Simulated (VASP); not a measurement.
# Al12Pt in VASP: relaxation of the atoms with PBE

Aim: the relaxation of the atoms of Al12Pt with PBE.

Everything below comes from runs of VASP 6.6.1. Logs are shortened: lines on timing, memory, paths and dates and some standing lists are left out, and cuts for length are marked.

## Step 1: The cell of the first run

The cell holds a slab with vacuum, 13 atoms: a = 5.728 Å, b = 5.728 Å, c = 16.677 Å, α = 90.00°, β = 90.00°, γ = 60.00°.

## Step 2: Relaxation of the atoms, PBE

File INCAR:

```
SYSTEM = Al12Pt
  PREC = Accurate
  ENCUT = 520
  EDIFF = 1E-6
  ISMEAR = -1
  SIGMA = 0.15
  LREAL = .FALSE.
  LASPH = .TRUE.
  NELM = 60
  ALGO = Normal
  ISIF = 2
  LWAVE = .FALSE.
  LCHARG = .FALSE.
  GGA = PE
  IBRION = 2
  NSW = 80
  EDIFFG = -0.03
```

File KPOINTS:

```
regular mesh
0
G
  3 3 1
  0 0 0
```

File POSCAR:

```
Al12Pt
1.0
    5.7275650000      0.0000000000      0.0000000000
    2.8637820000      4.9602170000      0.0000000000
    0.0000000000      0.0000000000     16.6765370000
Al Pt
12 1
Selective dynamics
Direct
    0.1666667000      0.1666667000      0.0599645000  F F F
    0.6666667000      0.1666667000      0.0599645000  F F F
    0.1666667000      0.6666667000      0.0599645000  F F F
    0.6666667000      0.6666667000      0.0599645000  F F F
   -0.1666667000      0.3333333000      0.2001776000  T T T
    0.3333333000      0.3333333000      0.2001776000  T T T
   -0.1666667000      0.8333333000      0.2001776000  T T T
    0.3333333000      0.8333333000      0.2001776000  T T T
    0.0000000000      0.0000000000      0.3403906000  T T T
    0.5000000000      0.0000000000      0.3403906000  T T T
    0.0000000000      0.5000000000      0.3403906000  T T T
    0.5000000000      0.5000000000      0.3403906000  T T T
    0.3274995000      0.8442246000      0.4639175000  T T T
```

Potentials or basis: VASP PAW PBE potentials, release 64 (Al, Pt).

Started as:

```sh
> cat potpaw_PBE.64/Al/POTCAR potpaw_PBE.64/Pt/POTCAR > POTCAR
> mpirun -np 1 vasp_std > vasp.out
```

OUTCAR:

```text
SYSTEM = Al12Pt
   PREC = Accurate
   ENCUT = 520
   EDIFF = 1E-6
   ISMEAR = -1
   LREAL = .FALSE.
   LASPH = .TRUE.
   NELM = 60
   ISIF = 2
   GGA = PE
   IBRION = 2
   NSW = 80
   EDIFFG = -0.03

 ion  position               nearest neighbor table
   1  0.167  0.167  0.060-   6 2.86   3 2.86   3 2.86   2 2.86   2 2.86   4 2.86   4 2.86   8 2.86
                             5 2.86
   2  0.667  0.167  0.060-   5 2.86   4 2.86   4 2.86   1 2.86   1 2.86   3 2.86   3 2.86   7 2.86
                             6 2.86
   3  0.167  0.667  0.060-   8 2.86   1 2.86   1 2.86   4 2.86   4 2.86   2 2.86   2 2.86   6 2.86
                             7 2.86
   4  0.667  0.667  0.060-   7 2.86   2 2.86   2 2.86   3 2.86   3 2.86   1 2.86   1 2.86   5 2.86
                             8 2.86
   5  0.833  0.333  0.200-   9 2.86  12 2.86  11 2.86   2 2.86   7 2.86   7 2.86   6 2.86   6 2.86
                             8 2.86   8 2.86   4 2.86   1 2.86
   6  0.333  0.333  0.200-  10 2.86  11 2.86  12 2.86   1 2.86   8 2.86   8 2.86   5 2.86   5 2.86
                             7 2.86   7 2.86   3 2.86   2 2.86
   7  0.833  0.833  0.200-  11 2.86  10 2.86   9 2.86   4 2.86   5 2.86   5 2.86   8 2.86   8 2.86
                             6 2.86   6 2.86   2 2.86   3 2.86
   8  0.333  0.833  0.200-  12 2.86   9 2.86  10 2.86   3 2.86   6 2.86   6 2.86   7 2.86   7 2.86
                             5 2.86   5 2.86   1 2.86   4 2.86
   9  0.000  0.000  0.340-  13 2.62   5 2.86   8 2.86   7 2.86  11 2.86  11 2.86  10 2.86  10 2.86
                            12 2.86  12 2.86
  10  0.500  0.000  0.340-  13 2.63   6 2.86   7 2.86   8 2.86  12 2.86  12 2.86   9 2.86   9 2.86
                            11 2.86  11 2.86
  11  0.000  0.500  0.340-   7 2.86   6 2.86   5 2.86   9 2.86   9 2.86  12 2.86  12 2.86  10 2.86
                            10 2.86
  12  0.500  0.500  0.340-  13 2.68   8 2.86   5 2.86   6 2.86  10 2.86  10 2.86  11 2.86  11 2.86
                             9 2.86   9 2.86
  13  0.327  0.844  0.464-   9 2.62  10 2.63  12 2.68

  LATTYP: Found a hexagonal cell.
 ALAT       =     5.7275649303
 C/A-ratio  =     2.9116277516

  Lattice vectors:

 A1 = (  -2.8637820000,  -4.9602170000,   0.0000000000)
 A2 = (   5.7275650000,   0.0000000000,   0.0000000000)
 A3 = (   0.0000000000,   0.0000000000,  16.6765370000)

Analysis of symmetry for initial positions (statically):
=====================================================================
 Subroutine PRICEL returns:
 Original cell was already a primitive cell.

 Routine SETGRP: Setting up the symmetry group for a
 hexagonal supercell.

 Subroutine GETGRP returns: Found  1 space group operations
 (whereof  1 operations were pure point group operations)
 out of a pool of 24 trial point group operations.

The static configuration has the point symmetry C_1 .

Analysis of symmetry for dynamics (positions and initial velocities):
=====================================================================
 Subroutine PRICEL returns:
 Original cell was already a primitive cell.

 Routine SETGRP: Setting up the symmetry group for a
 hexagonal supercell.

 Subroutine GETGRP returns: Found  1 space group operations
 (whereof  1 operations were pure point group operations)
 out of a pool of 24 trial point group operations.

The dynamic configuration has the point symmetry C_1 .

Analysis of constrained symmetry for selective dynamics:
=====================================================================
 Subroutine PRICEL returns:
 Original cell was already a primitive cell.

 Routine SETGRP: Setting up the symmetry group for a
 hexagonal supercell.

 Subroutine GETGRP returns: Found  1 space group operations
 (whereof  1 operations were pure point group operations)
 out of a pool of 24 trial point group operations.

The constrained configuration has the point symmetry C_1 .

 Subroutine INISYM returns: Found  1 space group operations
 (whereof  1 operations are pure point group operations),
 and found     1 'primitive' translations

----------------------------------------------------------------------------------------

                                     Primitive cell

  volume of cell :     473.7798

  direct lattice vectors                    reciprocal lattice vectors
     5.727565000  0.000000000  0.000000000     0.174594265 -0.100802024  0.000000000
     2.863782000  4.960217000  0.000000000     0.000000000  0.201604083  0.000000000
     0.000000000  0.000000000 16.676537000     0.000000000  0.000000000  0.059964488

  length of vectors
     5.727565000  5.727564930 16.676537000     0.201604081  0.201604083  0.059964488

  position of ions in fractional coordinates (direct lattice)
     0.166666700  0.166666700  0.059964500
     0.666666700  0.166666700  0.059964500
     0.166666700  0.666666700  0.059964500
     0.666666700  0.666666700  0.059964500
     0.833333300  0.333333300  0.200177600
     0.333333300  0.333333300  0.200177600
     0.833333300  0.833333300  0.200177600
     0.333333300  0.833333300  0.200177600
     0.000000000  0.000000000  0.340390600
     0.500000000  0.000000000  0.340390600
     0.000000000  0.500000000  0.340390600
     0.500000000  0.500000000  0.340390600
     0.327499500  0.844224600  0.463917500

  ion indices of the primitive-cell ions
   primitive index   ion index
                 1           1
                 2           2
                 3           3
                 4           4
                 5           5
                 6           6
                 7           7
                 8           8
                 9           9
                10          10
                11          11
                12          12
                13          13

----------------------------------------------------------------------------------------

 KPOINTS: regular mesh

Automatic generation of k-mesh.
 Grid dimensions read from file:
 generate k-points for:    3    3    1

 Generating k-lattice:

  Cartesian coordinates                     Fractional coordinates (reciprocal lattice)
     0.058198088 -0.033600675  0.000000000     0.333333333  0.000000000  0.000000000
     0.000000000  0.067201361  0.000000000     0.000000000  0.333333333  0.000000000
     0.000000000  0.000000000  0.059964488     0.000000000  0.000000000  1.000000000

  Length of vectors
     0.067201360  0.067201361  0.059964488

  Shift w.r.t. Gamma in fractional coordinates (k-lattice)
     0.000000000  0.000000000  0.000000000

 Subroutine IBZKPT returns following result:
 ===========================================

 Found      5 irreducible k-points:

 Following reciprocal coordinates:
            Coordinates               Weight
  0.000000  0.000000  0.000000      1.000000
  0.333333  0.000000  0.000000      2.000000
  0.333333  0.333333  0.000000      2.000000
  0.000000  0.333333  0.000000      2.000000
 -0.333333  0.333333  0.000000      2.000000
   k-points           NKPTS =      5   k-points in BZ     NKDIM =      5   number of bands    NBANDS=     30
   number of dos      NEDOS =    301   number of ions     NIONS =     13
   total plane-waves  NPLWV = 290304
   dimension x,y,z NGX =    48 NGY =   48 NGZ =  126
   dimension x,y,z NGXF=    96 NGYF=   96 NGZF=  252
   ions per type =              12   1
   NGX,Y,Z   is equivalent  to a cutoff of  13.93, 13.93, 12.56 a.u.
   NGXF,Y,Z  is equivalent  to a cutoff of  27.86, 27.86, 25.12 a.u.
 SYSTEM =  Al12Pt
   PREC   = accura    normal or accurate (medium, high low for compatibility)
   ISTART =      0    job   : 0-new  1-cont  2-samecut
   ICHARG =      2    charge: 1-file 2-atom 10-const
   ISPIN  =      1    spin polarized calculation?
   LNONCOLLINEAR =      F non collinear calculations
   LSORBIT =      F    spin-orbit coupling
   LASPH  =      T    aspherical Exc in radial PAW
   ENCUT  =  520.0 eV  38.22 Ry    6.18 a.u.  10.65 10.65 31.01*2*pi/ulx,y,z
   NELM   =     60;   NELMIN=  2; NELMDL= -5     # of ELM steps
   EDIFF  = 0.1E-05   stopping-criterion for ELM
   LREAL  =      F    real-space projection
   EDIFFG = -.3E-01   stopping-criterion for IOM
   NSW    =     80    number of steps for IOM
   IBRION =      2    ionic relax: 0-MD 1-quasi-New 2-CG
   NFREE  =      1    steps in history (QN), initial steepest desc. (CG)
   ISIF   =      2    stress and relaxation
   ISYM   =      2    0-nonsym 1-usesym 2-fastsym
   POTIM  = 0.5000    time-step for ionic-motion
   TEBEG  =    0.0;   TEEND  =   0.0 temperature during run
   PSTRESS=    0.0 pullay stress
   NELECT =      46.0000    total number of electrons
   NUPDOWN=      -1.0000    fix difference up-down
   EMIN   =  10.00;   EMAX   =-10.00  energy-range for DOS
   EFERMI =   0.00;   METHOD = LEGACY
   ISMEAR =    -1;   SIGMA  =   0.15  broadening in eV -4-tet -1-fermi 0-gaus
   EFERMI_NEDOS =   21; number of points for ismear=-14 and -15
   IALGO  =     38    algorithm
   IMIX   =      4    mixing-type and parameters
     AMIX     =   0.40;   BMIX     =  1.00
     AMIX_MAG =   1.60;   BMIX_MAG =  1.00
  volume/ion in A,a.u.               =      36.44       245.94
  Fermi-wavevector in a.u.,A,eV,Ry     =   0.752434  1.421895  7.703039  0.566157
  Thomas-Fermi vector in A             =   1.849644
   LORBIT       =      0    0 simple, 1 ext, 2 COOP (PROOUT), +10 PAW based schemes
   GGA     = PE    functional components
   LHFCALC =     F    Hartree Fock is set to
   AEXX    =    0.0000 exact exchange contribution
   IVDW    =     0    specifies the selected vdW correction
   LEPSILON=     F    determine dielectric tensor
   LRPA    =     F    only Hartree local field effects (RPA)
 conjugate gradient relaxation of ions
 non-spin polarized calculation
  energy-cutoff  :      520.00
  volume of cell :      473.78
 maximum number of plane-waves:     12795
 NGX is ok and might be reduce to    42
   NGX = 21   NGY = 21   NGZ = 63

--------------------------------------- Ionic step        1  -------------------------------------------

 number of electron      46.0000001 magnetization

 Free energy of the ion-electron system (eV)
  ---------------------------------------------------
  ext. energy  EPLUGINS =         0.00000000
  ---------------------------------------------------
  free energy    TOTEN  =       -48.20752793 eV

  energy without entropy =      -47.60921293  energy(sigma->0) =      -47.90837043

------------------------ aborting loop because EDIFF is reached ----------------------------------------

  FORCE on cell =-STRESS in cart. coord.  units (eV):
  Direction    XX          YY          ZZ          XY          YZ          ZX
  --------------------------------------------------------------------------------------
  -------------------------------------------------------------------------------------
  Total       -4.7561122     -4.8133273     -6.7483629     -0.0012471     -0.1320522      0.0066764
  in kB      -16.0837049    -16.2771890    -22.8208827     -0.0042174     -0.4465599      0.0225775
  external PRESSURE =     -18.3939255 kB  Pullay stress =       0.0000000 kB
[... 122 lines left out ...]
  FREE ENERGIE OF THE ION-ELECTRON SYSTEM (eV)
  ---------------------------------------------------
  free  energy   TOTEN  =       -48.8609748752 eV

  energy  without entropy=      -48.2655456885  energy(sigma->0) =      -48.56326028

[... ionic steps 4 to 19 ...]

--------------------------------------- Ionic step       20  -------------------------------------------

 number of electron      46.0000001 magnetization

------------------------ aborting loop because EDIFF is reached ----------------------------------------
[... 89 lines left out ...]
--------------------------------------- Ionic step       22  -------------------------------------------

 number of electron      46.0000002 magnetization

 Free energy of the ion-electron system (eV)
  ---------------------------------------------------
  ext. energy  EPLUGINS =         0.00000000
  ---------------------------------------------------
  free energy    TOTEN  =       -49.09790104 eV

  energy without entropy =      -48.60092910  energy(sigma->0) =      -48.84941507

 E-fermi :   1.4501     XC(G=0):  -5.7934

 val. band max:        1.4455830252   @ k =   0.0000   0.3333   0.0000
 cond. band min:       1.5548982180   @ k =   0.0000   0.3333   0.0000
 fundamental gap:      0.1093151929
 Fermi energy:         1.4500547162

 k-point     1 :       0.0000    0.0000    0.0000
  band No.  band energies     occupation
      1      -9.0360      2.00000
      2      -7.4421      2.00000
      3      -4.9938      2.00000
      4      -3.4077      2.00000
      5      -3.3880      2.00000
      6      -3.3872      2.00000
[... 22 lines left out ...]
     29       3.2678      0.00001
     30       3.8837      0.00000

 k-point     2 :       0.3333    0.0000    0.0000
  band No.  band energies     occupation
      1      -8.3750      2.00000
      2      -6.8013      2.00000
      3      -6.4020      2.00000
      4      -4.9060      2.00000
      5      -4.5108      2.00000
      6      -4.4998      2.00000
[... 22 lines left out ...]
     29       3.1888      0.00002
     30       3.2332      0.00001

 k-point     3 :       0.3333    0.3333    0.0000
  band No.  band energies     occupation
      1      -8.3750      2.00000
      2      -6.8014      2.00000
      3      -6.4018      2.00000
      4      -4.9059      2.00000
      5      -4.5107      2.00000
      6      -4.4999      2.00000
[... 22 lines left out ...]
     29       3.1887      0.00002
     30       3.2334      0.00001

 k-point     4 :       0.0000    0.3333    0.0000
  band No.  band energies     occupation
      1      -8.3750      2.00000
      2      -6.8014      2.00000
      3      -6.4018      2.00000
      4      -4.9058      2.00000
      5      -4.5107      2.00000
      6      -4.4999      2.00000
[... 22 lines left out ...]
     29       3.1887      0.00002
     30       3.2319      0.00001

 k-point     5 :      -0.3333    0.3333    0.0000
  band No.  band energies     occupation
      1      -7.1533      2.00000
      2      -7.0281      2.00000
      3      -7.0096      2.00000
      4      -5.5734      2.00000
      5      -5.5347      2.00000
      6      -5.4067      2.00000
[... 62 lines left out ...]
  FREE ENERGIE OF THE ION-ELECTRON SYSTEM (eV)
  ---------------------------------------------------
  free  energy   TOTEN  =       -49.0979010387 eV

  energy  without entropy=      -48.6009291000  energy(sigma->0) =      -48.84941507

 reached required accuracy - stopping structural energy minimisation
```

It took 25 min on 1 thread of Intel Xeon Platinum 8259CL at 2.50GHz (Skylake/Cascade Lake), shared host; peak memory 0.67 GiB.

What came out:

* Free energy: -49.0979 eV
* Energy gained by relaxing: 68.5 meV/atom
* Ionic steps: 22
* Band gap on the k mesh: zero (filled and empty bands overlap)

Step by step:
| step | energy change (eV) | largest force on free atoms (eV/Å) | pressure (GPa) |
| --- | --- | --- | --- |
| 1 | 0.0000 | 3.2013 | -1.84 |
| 2 | -0.5177 | 1.8357 | -1.39 |
| 3 | -0.6534 | 1.0288 | -0.78 |
| 4 | -0.7798 | 0.5980 | -0.76 |
| 5 | -0.8426 | 0.2605 | -0.62 |
| 6 | -0.8430 | 0.2694 | -0.64 |
| 7 | -0.8541 | 0.1380 | -0.59 |
| 8 | -0.8593 | 0.1977 | -0.52 |
| 9 | -0.8685 | 0.1307 | -0.46 |
| 10 | -0.8784 | 0.1320 | -0.34 |
| 11 | -0.8835 | 0.1031 | -0.38 |
| 12 | -0.8840 | 0.1774 | -0.40 |
| 13 | -0.8865 | 0.0534 | -0.34 |
| 14 | -0.8865 | 0.0529 | -0.34 |
| 15 | -0.8873 | 0.0502 | -0.32 |
| 16 | -0.8887 | 0.0503 | -0.26 |
| 17 | -0.8872 | 0.1385 | -0.15 |
| 18 | -0.8888 | 0.0598 | -0.23 |
| 19 | -0.8894 | 0.0438 | -0.24 |
| 20 | -0.8895 | 0.0453 | -0.23 |
| 21 | -0.8900 | 0.0380 | -0.22 |
| 22 | -0.8904 | 0.0278 | -0.19 |

Final structure:
```cif
data_structure
_symmetry_space_group_name_H-M 'P 1'
_symmetry_Int_Tables_number 1
_cell_length_a 5.7276
_cell_length_b 5.7276
_cell_length_c 16.6765
_cell_angle_alpha 90.000
_cell_angle_beta 90.000
_cell_angle_gamma 60.000
_cell_volume 473.78
loop_
_atom_site_label
_atom_site_type_symbol
_atom_site_fract_x
_atom_site_fract_y
_atom_site_fract_z
_atom_site_occupancy
Al1 Al 0.16667 0.16667 0.05996 1
Al2 Al 0.66667 0.16667 0.05996 1
Al3 Al 0.16667 0.66667 0.05996 1
Al4 Al 0.66667 0.66667 0.05996 1
Al5 Al 0.83443 0.33583 0.20151 1
Al6 Al 0.32969 0.33581 0.20152 1
Al7 Al 0.83447 0.83096 0.20154 1
Al8 Al 0.33296 0.83405 0.19734 1
Al9 Al 0.97460 0.01344 0.33892 1
Al10 Al 0.51195 0.01356 0.33887 1
Al11 Al 0.99961 0.50074 0.34353 1
Al12 Al 0.51160 0.47668 0.33891 1
Pt1 Pt 0.33245 0.83477 0.43280 1
```

Levels at points of the mesh, in eV from the Fermi level:
```tsv
k point	band 19	band 20	band 21	band 22	band 23	band 24	band 25	band 26	band 27	band 28
(0.00, 0.00, 0.00)	-2.10	-1.88	-1.88	-0.80	-0.52	-0.01	-0.01	0.15	0.15	0.49
```

Caveat: the k points lie up to 0.42 Å⁻¹ apart; there is no dipole correction, which matters where the two faces differ; spin-orbit coupling is left out, which moves the levels of the heavy elements.

The gap in the log of VASP goes by the Fermi energy; the results here count the filled bands.